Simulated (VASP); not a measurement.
# Na2H in VASP: notebook

Na2H is run at these levels: PBE; tasks: single point, relaxation of cell and atoms.

Everything below comes from runs of VASP 6.6.1. Logs are shortened: lines on timing, memory, paths and dates and some standing lists are left out, and cuts for length are marked.

## Step 1: The cell of the first run

The typed cell holds 3 atoms: a = 4.631 Å, b = 5.103 Å, c = 5.103 Å, α = 53.98°, β = 63.01°, γ = 63.01°.

## Step 2: Single point, PBE

Input file INCAR:

```
PREC = Accurate ; ENCUT = 520
EDIFF = 1E-7 ; ISMEAR = 0
SIGMA = 0.1 ; LREAL = False
LASPH = True ; NELM = 80
ALGO = Normal ; ISIF = 2
LWAVE = False ; LCHARG = False
GGA = PE ; NBANDS = 14
```

Input file KPOINTS:

```
regular mesh
0
Gamma
  6 6 6
```

Input file POSCAR:

```
Na2H
1.0
    0.0000000000      3.2751991077      3.2747079823
    3.9131006253      0.0000000000      3.2747079823
    3.9131006253      3.2751991077      0.0000000000
Na H
2 1
Direct
    0.5002244875      0.9997755125      0.9997755125
    0.9997755125      0.5002244875      0.5002244875
    0.0000000000      0.0000000000      0.0000000000
```

Potentials or basis: VASP PAW PBE potentials, release 64 (Na_pv, H).

Launch:

```sh
$ cat potpaw_PBE.64/Na_pv/POTCAR potpaw_PBE.64/H/POTCAR > POTCAR
$ mpirun -np 1 vasp_std > vasp.out
```

OUTCAR:

```text
PREC = Accurate
   ENCUT = 520
   EDIFF = 1E-7
   ISMEAR = 0
   LREAL = False
   LASPH = True
   NELM = 80
   ISIF = 2
   GGA = PE

 ion  position               nearest neighbor table
   1  0.500  1.000  1.000-
   2  1.000  0.500  0.500-
   3  0.000  0.000  0.000-

  LATTYP: Found a face centered orthorhombic cell.
 ALAT       =     6.5494159646
 B/A-ratio  =     1.0001499753
 C/A-ratio  =     1.1949464338

  Lattice vectors:

 A1 = (   3.9131006253,  -3.2751991077,   0.0000000000)
 A2 = (   3.9131006253,   0.0000000000,   3.2747079823)
 A3 = (   0.0000000000,  -3.2751991077,   3.2747079823)

Analysis of symmetry for initial positions (statically):
=====================================================================
 Subroutine PRICEL returns:
 Original cell was already a primitive cell.

 Routine SETGRP: Setting up the symmetry group for a
 face centered orthorhombic supercell.

 Subroutine GETGRP returns: Found  4 space group operations
 (whereof  4 operations were pure point group operations)
 out of a pool of  8 trial point group operations.

The static configuration has the point symmetry D_2 .

Analysis of symmetry for dynamics (positions and initial velocities):
=====================================================================
 Subroutine PRICEL returns:
 Original cell was already a primitive cell.

 Routine SETGRP: Setting up the symmetry group for a
 face centered orthorhombic supercell.

 Subroutine GETGRP returns: Found  4 space group operations
 (whereof  4 operations were pure point group operations)
 out of a pool of  8 trial point group operations.

The dynamic configuration has the point symmetry D_2 .

 Subroutine INISYM returns: Found  4 space group operations
 (whereof  4 operations are pure point group operations),
 and found     1 'primitive' translations

----------------------------------------------------------------------------------------

                                     Primitive cell

  volume of cell :      83.9385

  direct lattice vectors                    reciprocal lattice vectors
     0.000000000  3.275199108  3.274707982    -0.127775912  0.152662474  0.152685370
     3.913100625  0.000000000  3.274707982     0.127775912 -0.152662474  0.152685370
     3.913100625  3.275199108  0.000000000     0.127775912  0.152662474 -0.152685370

  length of vectors
     4.631483733  5.102555132  5.102870339     0.250889093  0.250889093  0.250889093

  position of ions in fractional coordinates (direct lattice)
     0.500224487  0.999775513  0.999775513
     0.999775513  0.500224487  0.500224487
     0.000000000  0.000000000  0.000000000

  ion indices of the primitive-cell ions
   primitive index   ion index
                 1           1
                 2           2
                 3           3

----------------------------------------------------------------------------------------

 KPOINTS: regular mesh

Automatic generation of k-mesh.
 Grid dimensions read from file:
 generate k-points for:    6    6    6

 Generating k-lattice:

  Cartesian coordinates                     Fractional coordinates (reciprocal lattice)
    -0.021295985  0.025443746  0.025447562     0.166666667 -0.000000000 -0.000000000
     0.021295985 -0.025443746  0.025447562     0.000000000  0.166666667  0.000000000
     0.021295985  0.025443746 -0.025447562     0.000000000  0.000000000  0.166666667

  Length of vectors
     0.041814849  0.041814849  0.041814849

  Shift w.r.t. Gamma in fractional coordinates (k-lattice)
     0.000000000  0.000000000  0.000000000

 Subroutine IBZKPT returns following result:
 ===========================================

 Found     46 irreducible k-points:

 Following reciprocal coordinates:
            Coordinates               Weight
  0.000000  0.000000  0.000000      1.000000
  0.166667 -0.000000  0.000000      8.000000
  0.333333 -0.000000  0.000000      8.000000
  0.500000  0.000000  0.000000      4.000000
  0.166667  0.166667  0.000000      2.000000
  0.333333  0.166667 -0.000000      8.000000
[... 16 lines left out ...]
 -0.166667  0.166667  0.166667      8.000000
  0.500000  0.333333  0.166667      4.000000
 [... further k-points ...]
   k-points           NKPTS =     46   k-points in BZ     NKDIM =     46   number of bands    NBANDS=     14
   number of dos      NEDOS =    301   number of ions     NIONS =      3
   total plane-waves  NPLWV =  57600
   dimension x,y,z NGX =    36 NGY =   40 NGZ =   40
   dimension x,y,z NGXF=    72 NGYF=   80 NGZF=   80
   ions per type =               2   1
   NGX,Y,Z   is equivalent  to a cutoff of  12.92, 13.03, 13.03 a.u.
   NGXF,Y,Z  is equivalent  to a cutoff of  25.84, 26.06, 26.06 a.u.
 SYSTEM =  unknown system
   PREC   = accura    normal or accurate (medium, high low for compatibility)
   ISTART =      0    job   : 0-new  1-cont  2-samecut
   ICHARG =      2    charge: 1-file 2-atom 10-const
   ISPIN  =      1    spin polarized calculation?
   LNONCOLLINEAR =      F non collinear calculations
   LSORBIT =      F    spin-orbit coupling
   LASPH  =      T    aspherical Exc in radial PAW
   ENCUT  =  520.0 eV  38.22 Ry    6.18 a.u.   8.61  9.49  9.49*2*pi/ulx,y,z
   NELM   =     80;   NELMIN=  2; NELMDL= -5     # of ELM steps
   EDIFF  = 0.1E-06   stopping-criterion for ELM
   LREAL  =      F    real-space projection
   EDIFFG = 0.1E-05   stopping-criterion for IOM
   NSW    =      0    number of steps for IOM
   IBRION =     -1    ionic relax: 0-MD 1-quasi-New 2-CG
   NFREE  =      0    steps in history (QN), initial steepest desc. (CG)
   ISIF   =      2    stress and relaxation
   ISYM   =      2    0-nonsym 1-usesym 2-fastsym
   POTIM  = 0.5000    time-step for ionic-motion
   TEBEG  =    0.0;   TEEND  =   0.0 temperature during run
   PSTRESS=    0.0 pullay stress
   NELECT =      15.0000    total number of electrons
   NUPDOWN=      -1.0000    fix difference up-down
   EMIN   =  10.00;   EMAX   =-10.00  energy-range for DOS
   EFERMI =   0.00;   METHOD = LEGACY
   ISMEAR =     0;   SIGMA  =   0.10  broadening in eV -4-tet -1-fermi 0-gaus
   EFERMI_NEDOS =   21; number of points for ismear=-14 and -15
   IALGO  =     38    algorithm
   IMIX   =      4    mixing-type and parameters
     AMIX     =   0.40;   BMIX     =  1.00
     AMIX_MAG =   1.60;   BMIX_MAG =  1.00
  volume/ion in A,a.u.               =      27.98       188.82
  Fermi-wavevector in a.u.,A,eV,Ry     =   0.922114  1.742544 11.568966  0.850295
  Thomas-Fermi vector in A             =   2.047606
   LORBIT       =      0    0 simple, 1 ext, 2 COOP (PROOUT), +10 PAW based schemes
   GGA     = PE    functional components
   LHFCALC =     F    Hartree Fock is set to
   AEXX    =    0.0000 exact exchange contribution
   IVDW    =     0    specifies the selected vdW correction
   LEPSILON=     F    determine dielectric tensor
   LRPA    =     F    only Hartree local field effects (RPA)
 non-spin polarized calculation
 Gauss-broadening in eV      SIGMA  =   0.10
  energy-cutoff  :      520.00
  volume of cell :       83.94
 maximum number of plane-waves:      2303
 NGX is ok and might be reduce to    36

 number of electron      14.9999986 magnetization

 Free energy of the ion-electron system (eV)
  ---------------------------------------------------
  ext. energy  EPLUGINS =         0.00000000
  ---------------------------------------------------
  free energy    TOTEN  =        -5.38016097 eV

  energy without entropy =       -5.36156576  energy(sigma->0) =       -5.37086337

 E-fermi :   0.1301     XC(G=0):  -6.2978

 val. band max:        0.1274027722   @ k =   0.3333  -0.0000   0.1667
 cond. band min:       0.1433753208   @ k =   0.3333   0.1667   0.1667
 fundamental gap:      0.0159725487
 Fermi energy:         0.1300613317

 k-point     1 :       0.0000    0.0000    0.0000
  band No.  band energies     occupation
      1     -24.9619      2.00000
      2     -24.9618      2.00000
      3     -24.9466      2.00000
      4     -24.9432      2.00000
      5     -24.8534      2.00000
      6     -24.8533      2.00000
      7      -4.3744      2.00000
      8       0.7327      0.00000
      9       5.4865      0.00000
     10       5.4869      0.00000
     11       6.2434      0.00000
     12       6.3268      0.00000
     13       6.3274      0.00000
     14       6.4261      0.00000

 k-point     2 :       0.1667   -0.0000    0.0000
  band No.  band energies     occupation
      1     -24.9604      2.00000
      2     -24.9599      2.00000
      3     -24.9465      2.00000
      4     -24.9435      2.00000
      5     -24.8563      2.00000
      6     -24.8554      2.00000
      7      -4.1809      2.00000
      8       0.5109      0.00000
      9       4.1258      0.00000
     10       5.0758      0.00000
     11       5.2780      0.00000
     12       5.8754      0.00000
     13       6.8551      0.00000
     14       7.0080      0.00000

 k-point     3 :       0.3333   -0.0000    0.0000
  band No.  band energies     occupation
      1     -24.9571      2.00000
      2     -24.9556      2.00000
      3     -24.9460      2.00000
      4     -24.9443      2.00000
      5     -24.8624      2.00000
      6     -24.8597      2.00000
      7      -3.6940      2.00000
      8      -0.0919      1.99830
      9       2.7562      0.00000
     10       4.3505      0.00000
     11       5.2770      0.00000
     12       5.8652      0.00000
     13       6.6602      0.00000
     14       7.1371      0.00000

 k-point     4 :       0.5000    0.0000    0.0000
  band No.  band energies     occupation
      1     -24.9552      2.00000
      2     -24.9533      2.00000
      3     -24.9453      2.00000
      4     -24.9452      2.00000
      5     -24.8656      2.00000
      6     -24.8621      2.00000
      7      -3.3559      2.00000
      8      -0.5313      2.00000
      9       2.3309      0.00000
     10       4.1049      0.00000
     11       5.5884      0.00000
     12       5.8892      0.00000
     13       6.0022      0.00000
     14       6.7129      0.00000

 k-point     5 :       0.1667    0.1667    0.0000
  band No.  band energies     occupation
      1     -24.9679      2.00000
      2     -24.9495      2.00000
      3     -24.9450      2.00000
      4     -24.9449      2.00000
      5     -24.8678      2.00000
      6     -24.8479      2.00000
      7      -4.0814      2.00000
      8       0.4712      0.00000
      9       4.6061      0.00000
     10       4.6857      0.00000
     11       4.6934      0.00000
[... 276 lines left out ...]
 k-point    22 :      -0.3333    0.1667    0.1667
  band No.  band energies     occupation
      1     -24.9573      2.00000
      2     -24.9558      2.00000
      3     -24.9517      2.00000
      4     -24.9391      2.00000
      5     -24.8623      2.00000
      6     -24.8597      2.00000
      7      -3.4022      2.00000
      8      -0.2238      2.00000
      9       1.6337      0.00000
     10       3.8613      0.00000
     11       4.5760      0.00000
     12       6.8305      0.00000
     13       7.3425      0.00000
     14       7.6815      0.00000

 k-point    23 :      -0.1667    0.1667    0.1667
  band No.  band energies     occupation
      1     -24.9607      2.00000
      2     -24.9602      2.00000
      3     -24.9516      2.00000
      4     -24.9391      2.00000
      5     -24.8562      2.00000
      6     -24.8553      2.00000
      7      -3.8584      2.00000
      8       0.2118      0.24760
      9       2.6220      0.00000
     10       3.9916      0.00000
     11       4.3651      0.00000
     12       6.6389      0.00000
     13       7.0529      0.00000
     14       8.4544      0.00000

 k-point    24 :       0.5000    0.3333    0.1667
  band No.  band energies     occupation
      1     -24.9730      2.00000
      2     -24.9506      2.00000
      3     -24.9398      2.00000
      4     -24.9359      2.00000
      5     -24.8842      2.00000
      6     -24.8442      2.00000
      7      -3.2912      2.00000
      8      -0.0138      1.95804
      9       1.6748      0.00000
     10       3.0809      0.00000
     11       5.1137      0.00000
     12       6.1418      0.00000
     13       6.5658      0.00000
     14       8.1490      0.00000

 [... further k-points ...]

------------------------ aborting loop because EDIFF is reached ----------------------------------------

  FORCE on cell =-STRESS in cart. coord.  units (eV):
  Direction    XX          YY          ZZ          XY          YZ          ZX
  --------------------------------------------------------------------------------------
  -------------------------------------------------------------------------------------
  Total        0.0177633     -0.0126423     -0.0100322      0.0000000      0.0000000      0.0000000
  in kB        0.3390563     -0.2413107     -0.1914898      0.0000000      0.0000000      0.0000000
  external PRESSURE =      -0.0312481 kB  Pullay stress =       0.0000000 kB

 VOLUME and BASIS-vectors are now :
 -----------------------------------------------------------------------------
  energy-cutoff  :      520.00
  volume of cell :       83.94
      direct lattice vectors                 reciprocal lattice vectors
     0.000000000  3.275199108  3.274707982    -0.127775912  0.152662474  0.152685370
     3.913100625  0.000000000  3.274707982     0.127775912 -0.152662474  0.152685370
     3.913100625  3.275199108  0.000000000     0.127775912  0.152662474 -0.152685370

 POSITION                                       TOTAL-FORCE (eV/Angst)
 -----------------------------------------------------------------------------------
      7.82444      4.91280      4.91206         0.000363      0.000000     -0.000000
      3.91486      4.91280      4.91206        -0.000363      0.000000     -0.000000
      0.00000      0.00000      0.00000         0.000000      0.000000      0.000000
 -----------------------------------------------------------------------------------
    total drift:                               -0.000000     -0.000000     -0.000000

  FREE ENERGIE OF THE ION-ELECTRON SYSTEM (eV)
  ---------------------------------------------------
  free  energy   TOTEN  =        -5.3801609708 eV

  energy  without entropy=       -5.3615657627  energy(sigma->0) =       -5.37086337
```

Wall time 49 s (1 thread of Intel Xeon Platinum 8259CL at 2.50GHz (Skylake/Cascade Lake), shared host); peak memory 0.24 GiB.

Results:

| Property | Result |
| --- | --- |
| Free energy | -5.3802 eV |
| Pressure | 0.0 GPa |

Levels at points of the mesh, in eV from the Fermi level:
```tsv
k point	band 3	band 4	band 5	band 6	band 7	band 8	band 9	band 10	band 11	band 12
(0.00, 0.00, 0.00)	-25.08	-25.07	-24.98	-24.98	-4.50	0.60	5.36	5.36	6.11	6.20
(0.50, 0.00, 0.00)	-25.08	-25.08	-25.00	-24.99	-3.49	-0.66	2.20	3.97	5.46	5.76
(0.50, 0.50, 0.00)	-25.07	-25.05	-25.04	-24.96	-3.07	0.64	1.19	3.01	3.04	3.18
(0.50, 0.00, 0.50)	-25.07	-25.05	-25.04	-24.96	-3.07	0.64	1.19	3.01	3.05	3.19
(0.00, 0.50, 0.50)	-25.09	-25.06	-24.98	-24.98	-3.59	-0.30	1.49	3.53	3.53	4.86
```

## Step 3: Single point, PBE

This run uses another cell than the first one, of the same volume but with other edges.

Input file INCAR:

```
SYSTEM = Na2H
PREC = Accurate
ENCUT = 520
EDIFF = 1E-6
ISMEAR = 0
SIGMA = 0.1
LREAL = .False.
LASPH = .True.
NELM = 60
ALGO = Normal
ISIF = 2
LWAVE = .False.
LCHARG = .False.
GGA = PE
NBANDS = 14
```

Input file KPOINTS:

```
Automatic mesh
0
Gamma
  14 14 14
  0 0 0
```

Input file POSCAR:

```
Na2H
1.0
   -2.3157418662      2.3157418662      3.9131006253
    2.3157418662     -2.3157418662      3.9131006253
    2.3157418662      2.3157418662     -3.9131006253
Na H
2 1
Direct
    0.5000000000      0.0000000000      0.5000000000
    0.0000000000      0.5000000000      0.5000000000
    0.0000000000      0.0000000000      0.0000000000
```

Potentials or basis: VASP PAW PBE potentials, release 64 (Na_pv, H).

Launch:

```sh
$ cat potpaw_PBE.64/Na_pv/POTCAR potpaw_PBE.64/H/POTCAR > POTCAR
$ mpirun -np 1 vasp_std > vasp.out
```

Wall time 4.5 min (1 thread of Intel Xeon Platinum 8259CL at 2.50GHz (Skylake/Cascade Lake), shared host); peak memory 0.4 GiB.

It converged, with:

* Free energy: -5.3846 eV
* Pressure: 0.0 GPa

Levels at points of the mesh, in eV from the Fermi level:
```
           k point  band 4  band 5  band 6  band 7  band 8  band 9  band 10  band 11
(0.00, 0.00, 0.00)  -25.05  -24.96  -24.96   -4.49    0.62    5.37     5.37     6.14
(0.50, 0.00, 0.00)  -25.05  -24.97  -24.97   -3.48   -0.64    2.22     4.00     5.48
(0.50, 0.50, 0.00)  -25.02  -25.01  -24.93   -3.07    0.66    1.21     3.03     3.07
(0.50, 0.50, 0.50)  -25.04  -24.96  -24.96   -3.58   -0.28    1.51     3.55     3.55
```

(Continued in part 2 of 2.)
